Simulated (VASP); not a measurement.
# ScF3 in VASP: notebook

The runs below take ScF3 through density of states, electric field gradients, with LDA.

Everything below comes from runs of VASP 6.6.1. Logs are shortened: lines on timing, memory, paths and dates and some standing lists are left out, and cuts for length are marked.

## 1. The cell of the first run

It takes space group Pm-3m (No. 221, cubic). Conventional cell: a = 4.012 Å, b = 4.012 Å, c = 4.012 Å, α = 90.00°, β = 90.00°, γ = 90.00°. Within 2.7 Å of Sc (site symmetry m-3m) lie 6 F at 2.01 Å. Within 2.7 Å of F (site symmetry 4/mmm) lie 2 Sc at 2.01 Å.

## 2. Density of states, LDA

File POSCAR:

```
ScF3
1.0
    4.0124500000      0.0000000000      0.0000000000
    0.0000000000      4.0124500000      0.0000000000
    0.0000000000      0.0000000000      4.0124500000
Sc F
1 3
Direct
    0.0000000000      0.0000000000      0.0000000000
    0.5000000000      0.0000000000      0.0000000000
    0.0000000000      0.5000000000      0.0000000000
    0.0000000000      0.0000000000      0.5000000000
```

File INCAR.step1:

```
SYSTEM = ScF3
PREC = Accurate
ENCUT = 520
EDIFF = 1E-6
ISMEAR = -1
SIGMA = 0.02
LREAL = .False.
LASPH = .True.
NELM = 80
ALGO = Normal
ISIF = 2
LWAVE = .False.
LCHARG = .True.
LMAXMIX = 4
GGA = CA
NBANDS = 24
```

File KPOINTS.step1:

```
regular mesh
0
Gamma
  6 6 6
  0 0 0
```

File INCAR.step2:

```
SYSTEM = ScF3
PREC = Accurate
ENCUT = 520
EDIFF = 1E-6
ISMEAR = -5
SIGMA = 0.02
LREAL = .False.
LASPH = .True.
NELM = 80
ALGO = Normal
ISIF = 2
LWAVE = .False.
LCHARG = .False.
LMAXMIX = 4
GGA = CA
LORBIT = 11
NEDOS = 1001
ICHARG = 11
```

File KPOINTS.step2:

```
regular mesh
0
Gamma
  9 9 9
  0 0 0
```

Potentials or basis: VASP PAW LDA potentials, release 64 (Sc_sv, F).

Started as:

```bash
$ cat potpaw_LDA.64/Sc_sv/POTCAR potpaw_LDA.64/F/POTCAR > POTCAR
$ cp INCAR.step1 INCAR
$ cp KPOINTS.step1 KPOINTS
$ mpirun -np 1 vasp_std > vasp.out
$ cp INCAR.step2 INCAR
$ cp KPOINTS.step2 KPOINTS
$ mpirun -np 1 vasp_std > vasp.out
```

OUTCAR:

```text
SYSTEM = ScF3
   PREC = Accurate
   ENCUT = 520
   EDIFF = 1E-6
   ISMEAR = -5
   LREAL = .False.
   LASPH = .True.
   NELM = 80
   ISIF = 2
   GGA = CA
   LORBIT = 11
   ICHARG = 11

 ion  position               nearest neighbor table
   1  0.000  0.000  0.000-   2 2.01   3 2.01   4 2.01   4 2.01   3 2.01   2 2.01
   2  0.500  0.000  0.000-   1 2.01   1 2.01
   3  0.000  0.500  0.000-   1 2.01   1 2.01
   4  0.000  0.000  0.500-   1 2.01   1 2.01

  LATTYP: Found a simple cubic cell.
 ALAT       =     4.0124500000

  Lattice vectors:

 A1 = (   4.0124500000,   0.0000000000,   0.0000000000)
 A2 = (   0.0000000000,   4.0124500000,   0.0000000000)
 A3 = (   0.0000000000,   0.0000000000,   4.0124500000)

Analysis of symmetry for initial positions (statically):
=====================================================================
 Subroutine PRICEL returns:
 Original cell was already a primitive cell.

 Routine SETGRP: Setting up the symmetry group for a
 simple cubic supercell.

 Subroutine GETGRP returns: Found 48 space group operations
 (whereof 48 operations were pure point group operations)
 out of a pool of 48 trial point group operations.

The static configuration has the point symmetry O_h .

Analysis of symmetry for dynamics (positions and initial velocities):
=====================================================================
 Subroutine PRICEL returns:
 Original cell was already a primitive cell.

 Routine SETGRP: Setting up the symmetry group for a
 simple cubic supercell.

 Subroutine GETGRP returns: Found 48 space group operations
 (whereof 48 operations were pure point group operations)
 out of a pool of 48 trial point group operations.

The dynamic configuration has the point symmetry O_h .

 Subroutine INISYM returns: Found 48 space group operations
 (whereof 48 operations are pure point group operations),
 and found     1 'primitive' translations

----------------------------------------------------------------------------------------

                                     Primitive cell

  volume of cell :      64.5995

  direct lattice vectors                    reciprocal lattice vectors
     4.012450000  0.000000000  0.000000000     0.249224289  0.000000000  0.000000000
     0.000000000  4.012450000  0.000000000     0.000000000  0.249224289  0.000000000
     0.000000000  0.000000000  4.012450000     0.000000000  0.000000000  0.249224289

  length of vectors
     4.012450000  4.012450000  4.012450000     0.249224289  0.249224289  0.249224289

  position of ions in fractional coordinates (direct lattice)
     0.000000000  0.000000000  0.000000000
     0.500000000  0.000000000  0.000000000
     0.000000000  0.500000000  0.000000000
     0.000000000  0.000000000  0.500000000

  ion indices of the primitive-cell ions
   primitive index   ion index
                 1           1
                 2           2
                 3           3
                 4           4

----------------------------------------------------------------------------------------

 KPOINTS: regular mesh

Automatic generation of k-mesh.
 Grid dimensions read from file:
 generate k-points for:    9    9    9

 Generating k-lattice:

  Cartesian coordinates                     Fractional coordinates (reciprocal lattice)
     0.027691588  0.000000000  0.000000000     0.111111111  0.000000000  0.000000000
     0.000000000  0.027691588  0.000000000     0.000000000  0.111111111  0.000000000
     0.000000000  0.000000000  0.027691588     0.000000000  0.000000000  0.111111111

  Length of vectors
     0.027691588  0.027691588  0.027691588

  Shift w.r.t. Gamma in fractional coordinates (k-lattice)
     0.000000000  0.000000000  0.000000000

 TETIRR: Found    353 inequivalent tetrahedra from     4374

 Subroutine IBZKPT returns following result:
 ===========================================

 Found     35 irreducible k-points:

 Following reciprocal coordinates:
            Coordinates               Weight
  0.000000  0.000000  0.000000      1.000000
  0.111111  0.000000  0.000000      6.000000
  0.222222  0.000000  0.000000      6.000000
  0.333333  0.000000  0.000000      6.000000
  0.444444  0.000000  0.000000      6.000000
  0.111111  0.111111  0.000000     12.000000
[... 16 lines left out ...]
  0.333333  0.333333  0.111111     24.000000
  0.444444  0.333333  0.111111     48.000000
 [... further k-points ...]
   k-points           NKPTS =     35   k-points in BZ     NKDIM =     35   number of bands    NBANDS=     20
   number of dos      NEDOS =   1001   number of ions     NIONS =      4
   total plane-waves  NPLWV =  27000
   dimension x,y,z NGX =    30 NGY =   30 NGZ =   30
   dimension x,y,z NGXF=    60 NGYF=   60 NGZF=   60
   ions per type =               1   3
   NGX,Y,Z   is equivalent  to a cutoff of  12.43, 12.43, 12.43 a.u.
   NGXF,Y,Z  is equivalent  to a cutoff of  24.86, 24.86, 24.86 a.u.
 SYSTEM =  ScF3
   PREC   = accura    normal or accurate (medium, high low for compatibility)
   ISTART =      0    job   : 0-new  1-cont  2-samecut
   ICHARG =     11    charge: 1-file 2-atom 10-const
   ISPIN  =      1    spin polarized calculation?
   LNONCOLLINEAR =      F non collinear calculations
   LSORBIT =      F    spin-orbit coupling
   LASPH  =      T    aspherical Exc in radial PAW
   ENCUT  =  520.0 eV  38.22 Ry    6.18 a.u.   7.46  7.46  7.46*2*pi/ulx,y,z
   NELM   =     80;   NELMIN=  2; NELMDL=  0     # of ELM steps
   EDIFF  = 0.1E-05   stopping-criterion for ELM
   LREAL  =      F    real-space projection
   EDIFFG = 0.1E-04   stopping-criterion for IOM
   NSW    =      0    number of steps for IOM
   IBRION =     -1    ionic relax: 0-MD 1-quasi-New 2-CG
   NFREE  =      0    steps in history (QN), initial steepest desc. (CG)
   ISIF   =      2    stress and relaxation
   ISYM   =      2    0-nonsym 1-usesym 2-fastsym
   POTIM  = 0.5000    time-step for ionic-motion
   TEBEG  =    0.0;   TEEND  =   0.0 temperature during run
   PSTRESS=    0.0 pullay stress
   NELECT =      32.0000    total number of electrons
   NUPDOWN=      -1.0000    fix difference up-down
   EMIN   =  10.00;   EMAX   =-10.00  energy-range for DOS
   EFERMI =   0.00;   METHOD = LEGACY
   ISMEAR =    -5;   SIGMA  =   0.02  broadening in eV -4-tet -1-fermi 0-gaus
   EFERMI_NEDOS =   21; number of points for ismear=-14 and -15
   IALGO  =     38    algorithm
   IMIX   =      4    mixing-type and parameters
     AMIX     =   0.40;   BMIX     =  1.00
     AMIX_MAG =   1.60;   BMIX_MAG =  1.00
  volume/ion in A,a.u.               =      16.15       108.98
  Fermi-wavevector in a.u.,A,eV,Ry     =   1.295334  2.447827 22.829091  1.677891
  Thomas-Fermi vector in A             =   2.426861
   LORBIT       =     11    0 simple, 1 ext, 2 COOP (PROOUT), +10 PAW based schemes
   GGA     = CA    functional components
   LHFCALC =     F    Hartree Fock is set to
   AEXX    =    0.0000 exact exchange contribution
   IVDW    =     0    specifies the selected vdW correction
   LEPSILON=     F    determine dielectric tensor
   LRPA    =     F    only Hartree local field effects (RPA)
 non-spin polarized calculation
 Fermi weights with tetrahedron method with Bloechl corrections
  energy-cutoff  :      520.00
  volume of cell :       64.60
 maximum number of plane-waves:      1771
 NGX is ok and might be reduce to    30

 number of electron      31.9999963 magnetization

 Free energy of the ion-electron system (eV)
  ---------------------------------------------------
  ext. energy  EPLUGINS =         0.00000000
  ---------------------------------------------------
  free energy    TOTEN  =       -29.57933674 eV

  energy without entropy =      -29.57933674  energy(sigma->0) =      -29.57933674

 E-fermi :  -3.8431     XC(G=0):  -8.8730

 val. band max:       -3.8798820114   @ k =   0.4444   0.4444   0.4444
 cond. band min:       2.3235635594   @ k =   0.0000   0.0000   0.0000
 fundamental gap:      6.2034455709
 Fermi energy:        -3.8430663951

 k-point     1 :       0.0000    0.0000    0.0000
  band No.  band energies     occupation
      1     -49.1395      2.00000
      2     -28.1777      2.00000
      3     -28.1777      2.00000
      4     -28.1777      2.00000
      5     -23.5207      2.00000
      6     -23.2385      2.00000
[... 12 lines left out ...]
     19       2.3236      0.00000
     20       3.7484      0.00000

 k-point     2 :       0.1111    0.0000    0.0000
  band No.  band energies     occupation
      1     -49.1389      2.00000
      2     -28.2351      2.00000
      3     -28.1771      2.00000
      4     -28.1771      2.00000
      5     -23.4861      2.00000
      6     -23.2378      2.00000
[... 12 lines left out ...]
     19       2.4325      0.00000
     20       3.9116      0.00000

 k-point     3 :       0.2222    0.0000    0.0000
  band No.  band energies     occupation
      1     -49.1373      2.00000
      2     -28.3717      2.00000
      3     -28.1758      2.00000
      4     -28.1758      2.00000
      5     -23.4455      2.00000
      6     -23.2358      2.00000
[... 12 lines left out ...]
     19       2.7064      0.00000
     20       4.1096      0.00000

 k-point     4 :       0.3333    0.0000    0.0000
  band No.  band energies     occupation
      1     -49.1356      2.00000
      2     -28.5144      2.00000
      3     -28.1742      2.00000
      4     -28.1742      2.00000
      5     -23.4278      2.00000
      6     -23.2336      2.00000
[... 429 lines left out ...]
 k-point    23 :       0.3333    0.3333    0.1111
  band No.  band energies     occupation
      1     -49.1311      2.00000
      2     -28.5107      2.00000
      3     -28.5085      2.00000
      4     -28.2278      2.00000
      5     -23.2208      2.00000
      6     -22.6576      2.00000
[... 12 lines left out ...]
     19       3.5671      0.00000
     20       4.8948      0.00000

 k-point    24 :       0.4444    0.3333    0.1111
  band No.  band energies     occupation
      1     -49.1299      2.00000
      2     -28.5966      2.00000
      3     -28.5083      2.00000
      4     -28.2268      2.00000
      5     -23.2161      2.00000
      6     -22.6360      2.00000
[... 12 lines left out ...]
     19       3.7363      0.00000
     20       4.9555      0.00000

 [... further k-points ...]

------------------------ aborting loop because EDIFF is reached ----------------------------------------

  FORCE on cell =-STRESS in cart. coord.  units (eV):
  Direction    XX          YY          ZZ          XY          YZ          ZX
  --------------------------------------------------------------------------------------
  -------------------------------------------------------------------------------------
  Total       -0.9293554     -0.9293554     -0.9293554      0.0000000     -0.0000000      0.0000000
  in kB      -23.0496070    -23.0496070    -23.0496070      0.0000000     -0.0000000      0.0000000
  external PRESSURE =     -23.0496070 kB  Pullay stress =       0.0000000 kB

 VOLUME and BASIS-vectors are now :
 -----------------------------------------------------------------------------
  energy-cutoff  :      520.00
  volume of cell :       64.60
      direct lattice vectors                 reciprocal lattice vectors
     4.012450000  0.000000000  0.000000000     0.249224289  0.000000000  0.000000000
     0.000000000  4.012450000  0.000000000     0.000000000  0.249224289  0.000000000
     0.000000000  0.000000000  4.012450000     0.000000000  0.000000000  0.249224289

 POSITION                                       TOTAL-FORCE (eV/Angst)
 -----------------------------------------------------------------------------------
      0.00000      0.00000      0.00000         0.000000      0.000000      0.000000
      2.00623      0.00000      0.00000         0.000000      0.000000      0.000000
      0.00000      2.00623      0.00000         0.000000      0.000000      0.000000
      0.00000      0.00000      2.00623         0.000000      0.000000      0.000000
 -----------------------------------------------------------------------------------
    total drift:                                0.000000      0.000000      0.000000

  FREE ENERGIE OF THE ION-ELECTRON SYSTEM (eV)
  ---------------------------------------------------
  free  energy   TOTEN  =       -29.5793367375 eV

  energy  without entropy=      -29.5793367375  energy(sigma->0) =      -29.57933674

 total charge

# of ion       s       p       d       tot
------------------------------------------
    1        2.202   6.273   0.986   9.461
    2        1.728   4.370   0.000   6.098
    3        1.728   4.370   0.000   6.098
    4        1.728   4.370   0.000   6.098
--------------------------------------------------
tot          7.387  19.382   0.986  27.756
```

Run time: 41 s. Hardware: 1 thread of AMD EPYC 9R45 (Zen 5), shared host; peak memory 0.13 GiB.

What came out:

```
Valence electrons inside the program's atomic spheres : Sc 9.46; F 6.10
```

## 3. Electric field gradients, LDA (equal xy, yz and zx shear strains of -2 %)

File INCAR:

```
PREC = Accurate ; ENCUT = 520
EDIFF = 1E-8 ; ISMEAR = -1
SIGMA = 0.02 ; LREAL = False
LASPH = True ; NELM = 60
ALGO = Normal ; ISIF = 2
LWAVE = False ; LCHARG = False
GGA = CA ; LEFG = True
NBANDS = 24
```

File KPOINTS:

```
Automatic mesh
0
Gamma
  6 6 6
```

File POSCAR:

```
ScF3
1.0
    4.0124500000     -0.0401245000     -0.0401245000
   -0.0401245000      4.0124500000     -0.0401245000
   -0.0401245000     -0.0401245000      4.0124500000
Sc F
1 3
Direct
    0.0000000000      0.0000000000      0.0000000000
    0.5000000000      0.0000000000      0.0000000000
    0.0000000000      0.5000000000      0.0000000000
    0.0000000000      0.0000000000      0.5000000000
```

Potentials or basis: VASP PAW LDA potentials, release 64 (Sc_sv, F).

Started as:

```bash
$ cat potpaw_LDA.64/Sc_sv/POTCAR potpaw_LDA.64/F/POTCAR > POTCAR
$ mpirun -np 1 vasp_std > vasp.out
```

OUTCAR:

```text
PREC = Accurate
   ENCUT = 520
   EDIFF = 1E-8
   ISMEAR = -1
   LREAL = False
   LASPH = True
   NELM = 60
   ISIF = 2
   GGA = CA

 ion  position               nearest neighbor table
   1  0.000  0.000  0.000-   4 2.01   4 2.01   2 2.01   3 2.01   3 2.01   2 2.01
   2  0.500  0.000  0.000-   1 2.01   1 2.01
   3  0.000  0.500  0.000-   1 2.01   1 2.01
   4  0.000  0.000  0.500-   1 2.01   1 2.01

  LATTYP: Found a trigonal (rhomboedric) cell.
 ALAT       =     4.0128512249
 COS(alpha) =    -0.0198960208

  Lattice vectors:

 A1 = (   4.0124500000,  -0.0401245000,  -0.0401245000)
[... 874 lines left out ...]
 ion       V_xx      V_yy      V_zz      V_xy      V_xz      V_yz
---------------------------------------------------------------------
   1      -0.000    -0.000    -0.000     3.524     3.524     3.524
   2      55.752   -27.876   -27.876    -1.993    -1.993     0.716
   3     -27.876    55.752   -27.876    -1.993     0.716    -1.993
   4     -27.876   -27.876    55.752     0.716    -1.993    -1.993
---------------------------------------------------------------------

 Electric field gradients after diagonalization (V/A^2)
 (convention: |V_zz| > |V_xx| > |V_yy|)
----------------------------------------------------------------------
 ion       V_xx      V_yy      V_zz     asymmetry (V_yy - V_xx)/ V_zz
----------------------------------------------------------------------
   1      -3.524    -3.524     7.048       0.000
   2     -28.592   -27.256    55.848       0.024
   3     -28.592   -27.256    55.848       0.024
   4     -28.592   -27.256    55.848       0.024
----------------------------------------------------------------------

           NMR quadrupolar parameters

 Cq : quadrupolar parameter    Cq=e*Q*V_zz/h
 eta: asymmetry parameters     (V_yy - V_xx)/ V_zz
 Q  : nuclear electric quadrupole moment in mb (millibarn)
----------------------------------------------------------------------
 ion       Cq(MHz)       eta       Q (mb)
----------------------------------------------------------------------
   1       0.017       0.000       1.000
   2       0.135       0.024       1.000
   3       0.135       0.024       1.000
   4       0.135       0.024       1.000
----------------------------------------------------------------------
```

stdout:

```text
POSCAR found type information on POSCAR ScF
 POSCAR found :  2 types and       4 ions
 scaLAPACK will be used
 LDA part: xc-table for (Slater(with rela. corr.)+CA(PZ))
 , standard interpolation
 POSCAR, INCAR and KPOINTS ok, starting setup
 FFT: planning ... GRIDC
 FFT: planning ... GRID_SOFT
 FFT: planning ... GRID
 WAVECAR not read
 entering main loop
ion   1

ion   2
     0.0000310     0.4035890    -0.1649339     4.0803687     0.4035890    -7.0674058
     0.0000427     0.4035890    -0.1649339     4.0803686     0.4035890    -7.0674058
     0.0000588     0.4035890    -0.1649338     4.0803686     0.4035890    -7.0674056
     0.0000810     0.4035890    -0.1649338     4.0803684     0.4035890    -7.0674054

     0.0000310     1.7522365    -0.6549671    19.8072590     1.7522365   -34.3071790
     0.0000427     1.7522361    -0.6549670    19.8072537     1.7522361   -34.3071698
     0.0000588     1.7522353    -0.6549667    19.8072447     1.7522353   -34.3071543
     0.0000810     1.7522340    -0.6549662    19.8072297     1.7522340   -34.3071282

ion   3
     0.0000310     0.4035890     0.4035890     4.0803687    -0.1649339     7.0674058
     0.0000427     0.4035890     0.4035890     4.0803686    -0.1649339     7.0674058
     0.0000588     0.4035890     0.4035890     4.0803686    -0.1649338     7.0674056
     0.0000810     0.4035890     0.4035890     4.0803684    -0.1649338     7.0674054

     0.0000310     1.7522365     1.7522365    19.8072590    -0.6549671    34.3071790
     0.0000427     1.7522361     1.7522361    19.8072537    -0.6549670    34.3071698
     0.0000588     1.7522353     1.7522353    19.8072447    -0.6549667    34.3071543
     0.0000810     1.7522340     1.7522340    19.8072297    -0.6549662    34.3071282

ion   4
```

Run time: 45 s. Hardware: 1 thread of AMD EPYC 9R45 (Zen 5), shared host; peak memory 0.13 GiB.

What came out:

```
Free energy            : -29.5751 eV
Pressure               : -2.3 GPa
Band gap on the k mesh : 6.17 eV, indirect (least direct gap 6.65 eV)
```

Levels at points of the mesh, in eV from the valence-band top:
| k point | band 13 | band 14 | band 15 | band 16 | band 17 | band 18 | band 19 | band 20 |
| --- | --- | --- | --- | --- | --- | --- | --- | --- |
| (0.00, 0.00, 0.00) | -0.61 | -0.51 | -0.51 | -0.49 | 6.17 | 6.18 | 6.18 | 7.61 |
| (0.50, 0.00, 0.00) | -1.18 | -0.72 | -0.60 | -0.49 | 6.22 | 7.10 | 7.10 | 7.97 |
| (0.50, 0.50, 0.00) | -1.14 | -0.97 | -0.97 | -0.01 | 7.12 | 7.15 | 7.79 | 8.63 |
| (0.50, 0.50, 0.50) | -2.27 | 0.00 | 0.00 | 0.00 | 7.80 | 7.85 | 7.85 | 10.77 |

Electric field gradients, principal values (V/Å²):
```csv
atom,least,middle,greatest (by size)
1 Sc,-3.524,-3.524,7.048
2 F,-27.256,-28.592,55.848
3 F,-27.256,-28.592,55.848
4 F,-27.256,-28.592,55.848
```

Caveat: the cell differs from its parent crystal (equal xy, yz and zx shear strains of -2 %); without QUAD_EFG the Cq values of the log hold for a quadrupole moment of 1 mb, not for the nuclei. A k mesh can miss the band edges.
